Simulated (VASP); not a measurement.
# GeBi2 (P4_2/mnm) in VASP: single point with PBE

Aim: the single point of GeBi2 with PBE.

Program: VASP 6.6.1. These are calculated values, not measurements. Logs are shortened: lines on timing, memory, paths and dates and some standing lists are left out, and cuts for length are marked.

### Step 1. The cell of the first run

Symmetry: P4_2/mnm, No. 136, tetragonal system. Conventional cell: a = 6.914 Å, b = 6.914 Å, c = 4.183 Å, α = 90.00°, β = 90.00°, γ = 90.00°. Within 3.8 Å of Ge (site symmetry mmm) lie 6 Bi at 2.88 to 2.90 Å. Within 3.8 Å of Bi (site symmetry m2m) lie 3 Ge at 2.88 to 2.90 Å.

### Step 2. Single point, PBE

Input file INCAR:

```
PREC     = Accurate       # precision mode
ENCUT    = 520            # plane-wave cutoff, eV
EDIFF    = 1E-7           # SCF threshold, eV
ISMEAR   = 0              # smearing method
SIGMA    = 0.1            # smearing width, eV
LREAL    = F              # projectors in reciprocal space
LASPH    = T              # aspherical terms in the spheres
NELM     = 80             # most SCF steps
ALGO     = Fast           # electronic algorithm
ISIF     = 2              # what is computed and relaxed
LWAVE    = F              # write WAVECAR
LCHARG   = F              # write CHGCAR
GGA      = PE             # functional
NBANDS   = 53             # bands
```

Input file KPOINTS:

```
regular mesh
0
Gamma
  6 6 10
```

Input file POSCAR:

```
GeBi2
1.0
    6.9140273506      0.0000000000      0.0000000000
    0.0000000000      6.9140273506      0.0000000000
    0.0000000000      0.0000000000      4.1833749519
Ge Bi
2 4
Direct
    0.0000000000      0.0000000000      0.0000000000
    0.5000000000      0.5000000000      0.5000000000
    0.2942228900      0.2942228900      0.0000000000
    0.2057771100      0.7942228900      0.5000000000
    0.7057771100      0.7057771100      0.0000000000
    0.7942228900      0.2057771100      0.5000000000
```

Potentials or basis: VASP PAW PBE potentials, release 64 (Ge_d, Bi_d).

Run with:

```bash
> cat potpaw_PBE.64/Ge_d/POTCAR potpaw_PBE.64/Bi_d/POTCAR > POTCAR
> mpirun -np 1 vasp_std > vasp.out
```

OUTCAR:

```text
PREC = Accurate
   ENCUT = 520
   EDIFF = 1E-7
   ISMEAR = 0
   LREAL = F
   LASPH = T
   NELM = 80
   ISIF = 2
   GGA = PE

 ion  position               nearest neighbor table
   1  0.000  0.000  0.000-   3 2.88   5 2.88   4 2.90   6 2.90   4 2.90   6 2.90
   2  0.500  0.500  0.500-   4 2.88   6 2.88   5 2.90   3 2.90   3 2.90   5 2.90
   3  0.294  0.294  0.000-   1 2.88   2 2.90   2 2.90
   4  0.206  0.794  0.500-   2 2.88   1 2.90   1 2.90
   5  0.706  0.706  0.000-   1 2.88   2 2.90   2 2.90
   6  0.794  0.206  0.500-   2 2.88   1 2.90   1 2.90

  LATTYP: Found a simple tetragonal cell.
 ALAT       =     6.9140273506
 C/A-ratio  =     0.6050561763

  Lattice vectors:

 A1 = (   6.9140273506,   0.0000000000,   0.0000000000)
 A2 = (   0.0000000000,   6.9140273506,   0.0000000000)
 A3 = (   0.0000000000,   0.0000000000,   4.1833749519)

Analysis of symmetry for initial positions (statically):
=====================================================================
 Subroutine PRICEL returns:
 Original cell was already a primitive cell.

 Routine SETGRP: Setting up the symmetry group for a
 simple tetragonal supercell.

 Subroutine GETGRP returns: Found 16 space group operations
 (whereof  8 operations were pure point group operations)
 out of a pool of 16 trial point group operations.

The static configuration has the point symmetry D_2h.
 The point group associated with its full space group is D_4h.

Analysis of symmetry for dynamics (positions and initial velocities):
=====================================================================
 Subroutine PRICEL returns:
 Original cell was already a primitive cell.

 Routine SETGRP: Setting up the symmetry group for a
 simple tetragonal supercell.

 Subroutine GETGRP returns: Found 16 space group operations
 (whereof  8 operations were pure point group operations)
 out of a pool of 16 trial point group operations.

The dynamic configuration has the point symmetry D_2h.
 The point group associated with its full space group is D_4h.

 Subroutine INISYM returns: Found 16 space group operations
 (whereof  8 operations are pure point group operations),
 and found     1 'primitive' translations

----------------------------------------------------------------------------------------

                                     Primitive cell

  volume of cell :     199.9811

  direct lattice vectors                    reciprocal lattice vectors
     6.914027351  0.000000000  0.000000000     0.144633504  0.000000000  0.000000000
     0.000000000  6.914027351  0.000000000     0.000000000  0.144633504  0.000000000
     0.000000000  0.000000000  4.183374952     0.000000000  0.000000000  0.239041447

  length of vectors
     6.914027351  6.914027351  4.183374952     0.144633504  0.144633504  0.239041447

  position of ions in fractional coordinates (direct lattice)
     0.000000000  0.000000000  0.000000000
     0.500000000  0.500000000  0.500000000
     0.294222890  0.294222890  0.000000000
     0.205777110  0.794222890  0.500000000
     0.705777110  0.705777110  0.000000000
     0.794222890  0.205777110  0.500000000

  ion indices of the primitive-cell ions
   primitive index   ion index
                 1           1
                 2           2
                 3           3
                 4           4
                 5           5
                 6           6

----------------------------------------------------------------------------------------

 KPOINTS: regular mesh

Automatic generation of k-mesh.
 Grid dimensions read from file:
 generate k-points for:    6    6   10

 Generating k-lattice:

  Cartesian coordinates                     Fractional coordinates (reciprocal lattice)
     0.024105584  0.000000000  0.000000000     0.166666667  0.000000000  0.000000000
     0.000000000  0.024105584  0.000000000     0.000000000  0.166666667  0.000000000
     0.000000000  0.000000000  0.023904145     0.000000000  0.000000000  0.100000000

  Length of vectors
     0.024105584  0.024105584  0.023904145

  Shift w.r.t. Gamma in fractional coordinates (k-lattice)
     0.000000000  0.000000000  0.000000000

 Subroutine IBZKPT returns following result:
 ===========================================

 Found     60 irreducible k-points:

 Following reciprocal coordinates:
            Coordinates               Weight
  0.000000  0.000000  0.000000      1.000000
  0.166667  0.000000  0.000000      4.000000
  0.333333  0.000000  0.000000      4.000000
  0.500000  0.000000  0.000000      2.000000
  0.166667  0.166667  0.000000      4.000000
  0.333333  0.166667  0.000000      8.000000
[... 16 lines left out ...]
  0.333333  0.000000  0.200000      8.000000
  0.500000  0.000000  0.200000      4.000000
 [... further k-points ...]
   k-points           NKPTS =     60   k-points in BZ     NKDIM =     60   number of bands    NBANDS=     53
   number of dos      NEDOS =    301   number of ions     NIONS =      6
   total plane-waves  NPLWV =  93312
   dimension x,y,z NGX =    54 NGY =   54 NGZ =   32
   dimension x,y,z NGXF=   108 NGYF=  108 NGZF=   64
   ions per type =               2   4
   NGX,Y,Z   is equivalent  to a cutoff of  12.98, 12.98, 12.72 a.u.
   NGXF,Y,Z  is equivalent  to a cutoff of  25.97, 25.97, 25.43 a.u.
 SYSTEM =  unknown system
   PREC   = accura    normal or accurate (medium, high low for compatibility)
   ISTART =      0    job   : 0-new  1-cont  2-samecut
   ICHARG =      2    charge: 1-file 2-atom 10-const
   ISPIN  =      1    spin polarized calculation?
   LNONCOLLINEAR =      F non collinear calculations
   LSORBIT =      F    spin-orbit coupling
   LASPH  =      T    aspherical Exc in radial PAW
   ENCUT  =  520.0 eV  38.22 Ry    6.18 a.u.  12.86 12.86  7.78*2*pi/ulx,y,z
   NELM   =     80;   NELMIN=  2; NELMDL= -5     # of ELM steps
   EDIFF  = 0.1E-06   stopping-criterion for ELM
   LREAL  =      F    real-space projection
   EDIFFG = 0.1E-05   stopping-criterion for IOM
   NSW    =      0    number of steps for IOM
   IBRION =     -1    ionic relax: 0-MD 1-quasi-New 2-CG
   NFREE  =      0    steps in history (QN), initial steepest desc. (CG)
   ISIF   =      2    stress and relaxation
   ISYM   =      2    0-nonsym 1-usesym 2-fastsym
   POTIM  = 0.5000    time-step for ionic-motion
   TEBEG  =    0.0;   TEEND  =   0.0 temperature during run
   PSTRESS=    0.0 pullay stress
   NELECT =      88.0000    total number of electrons
   NUPDOWN=      -1.0000    fix difference up-down
   EMIN   =  10.00;   EMAX   =-10.00  energy-range for DOS
   EFERMI =   0.00;   METHOD = LEGACY
   ISMEAR =     0;   SIGMA  =   0.10  broadening in eV -4-tet -1-fermi 0-gaus
   EFERMI_NEDOS =   21; number of points for ismear=-14 and -15
   IALGO  =     68    algorithm
   IMIX   =      4    mixing-type and parameters
     AMIX     =   0.40;   BMIX     =  1.00
     AMIX_MAG =   1.60;   BMIX_MAG =  1.00
  volume/ion in A,a.u.               =      33.33       224.92
  Fermi-wavevector in a.u.,A,eV,Ry     =   1.245201  2.353088 21.096174  1.550525
  Thomas-Fermi vector in A             =   2.379434
   LORBIT       =      0    0 simple, 1 ext, 2 COOP (PROOUT), +10 PAW based schemes
   GGA     = PE    functional components
   LHFCALC =     F    Hartree Fock is set to
   AEXX    =    0.0000 exact exchange contribution
   IVDW    =     0    specifies the selected vdW correction
   LEPSILON=     F    determine dielectric tensor
   LRPA    =     F    only Hartree local field effects (RPA)
 non-spin polarized calculation
 RMM-DIIS sequential band-by-band and
 Gauss-broadening in eV      SIGMA  =   0.10
  energy-cutoff  :      520.00
  volume of cell :      199.98
 maximum number of plane-waves:      5428
 NGX is ok and might be reduce to    54
   NGX = 25   NGY = 25   NGZ = 15

 number of electron      87.9999993 magnetization

 Free energy of the ion-electron system (eV)
  ---------------------------------------------------
  ext. energy  EPLUGINS =         0.00000000
  ---------------------------------------------------
  free energy    TOTEN  =       -21.93246753 eV

  energy without entropy =      -21.90942254  energy(sigma->0) =      -21.92094504

 E-fermi :   5.2928     XC(G=0):  -9.3475

 val. band max:        5.2701764708   @ k =   0.3333   0.3333   0.4000
 cond. band min:       5.2933291315   @ k =   0.3333   0.0000   0.4000
 fundamental gap:      0.0231526607
 Fermi energy:         5.2927859204

 k-point     1 :       0.0000    0.0000    0.0000
  band No.  band energies     occupation
      1     -19.2977      2.00000
      2     -19.2896      2.00000
      3     -19.2782      2.00000
      4     -19.2782      2.00000
      5     -19.2630      2.00000
      6     -19.2605      2.00000
[... 45 lines left out ...]
     52       9.5748      0.00000
     53      10.0723      0.00000

 k-point     2 :       0.1667    0.0000    0.0000
  band No.  band energies     occupation
      1     -19.2970      2.00000
      2     -19.2900      2.00000
      3     -19.2781      2.00000
      4     -19.2781      2.00000
      5     -19.2628      2.00000
      6     -19.2607      2.00000
[... 45 lines left out ...]
     52       9.8909      0.00000
     53       9.9415      0.00000

 k-point     3 :       0.3333    0.0000    0.0000
  band No.  band energies     occupation
      1     -19.2953      2.00000
      2     -19.2913      2.00000
      3     -19.2779      2.00000
      4     -19.2779      2.00000
      5     -19.2624      2.00000
      6     -19.2612      2.00000
[... 45 lines left out ...]
     52       8.9971      0.00000
     53       9.2509      0.00000
[... 1065 lines left out ...]
 k-point    23 :       0.3333    0.0000    0.2000
  band No.  band energies     occupation
      1     -19.2953      2.00000
      2     -19.2921      2.00000
      3     -19.2755      2.00000
      4     -19.2755      2.00000
      5     -19.2624      2.00000
      6     -19.2614      2.00000
[... 45 lines left out ...]
     52       9.6500      0.00000
     53      10.2382      0.00000

 k-point    24 :       0.5000    0.0000    0.2000
  band No.  band energies     occupation
      1     -19.2936      2.00000
      2     -19.2936      2.00000
      3     -19.2754      2.00000
      4     -19.2754      2.00000
      5     -19.2619      2.00000
      6     -19.2619      2.00000
[... 45 lines left out ...]
     52       9.6659      0.00000
     53      10.1666      0.00000

 [... further k-points ...]

------------------------ aborting loop because EDIFF is reached ----------------------------------------

  FORCE on cell =-STRESS in cart. coord.  units (eV):
  Direction    XX          YY          ZZ          XY          YZ          ZX
  --------------------------------------------------------------------------------------
  -------------------------------------------------------------------------------------
  Total       -0.0487867     -0.0487867     -0.0531602     -0.0000000      0.0000000      0.0000000
  in kB       -0.3908620     -0.3908620     -0.4259007     -0.0000000      0.0000000      0.0000000
  external PRESSURE =      -0.4025415 kB  Pullay stress =       0.0000000 kB

 VOLUME and BASIS-vectors are now :
 -----------------------------------------------------------------------------
  energy-cutoff  :      520.00
  volume of cell :      199.98
      direct lattice vectors                 reciprocal lattice vectors
     6.914027351  0.000000000  0.000000000     0.144633504  0.000000000  0.000000000
     0.000000000  6.914027351  0.000000000     0.000000000  0.144633504  0.000000000
     0.000000000  0.000000000  4.183374952     0.000000000  0.000000000  0.239041447

 POSITION                                       TOTAL-FORCE (eV/Angst)
 -----------------------------------------------------------------------------------
      0.00000      0.00000      0.00000        -0.000000      0.000000      0.000000
      3.45701      3.45701      2.09169        -0.000000      0.000000      0.000000
      2.03427      2.03427      0.00000         0.002889      0.002889      0.000000
      1.42275      5.49128      2.09169        -0.002889      0.002889      0.000000
      4.87976      4.87976      0.00000        -0.002889     -0.002889     -0.000000
      5.49128      1.42275      2.09169         0.002889     -0.002889     -0.000000
 -----------------------------------------------------------------------------------
    total drift:                               -0.000000     -0.000000      0.000000

  FREE ENERGIE OF THE ION-ELECTRON SYSTEM (eV)
  ---------------------------------------------------
  free  energy   TOTEN  =       -21.9324675321 eV

  energy  without entropy=      -21.9094225406  energy(sigma->0) =      -21.92094504
```

It took 38 min on 1 thread of Intel Xeon 8259CL, shared host; peak memory 0.61 GiB.

Results:

```yaml
Free_energy: -21.9325 eV
Pressure: 0.0 GPa
Largest_force: 0.004 eV/Å
Band_gap_on_the_k_mesh: zero (bands 44 and 45 overlap by 1.71 eV)
```

Forces in eV/Å, atoms in the order of the input:
```
Ge   0.000  0.000  0.000
Ge   0.000  0.000  0.000
Bi   0.003  0.003  0.000
Bi  -0.003  0.003  0.000
Bi  -0.003 -0.003  0.000
Bi   0.003 -0.003  0.000
```

Caveat: spin-orbit coupling is left out, which moves the levels of the heavy elements.

The gap in the log of VASP goes by the Fermi energy; the results here count the filled bands.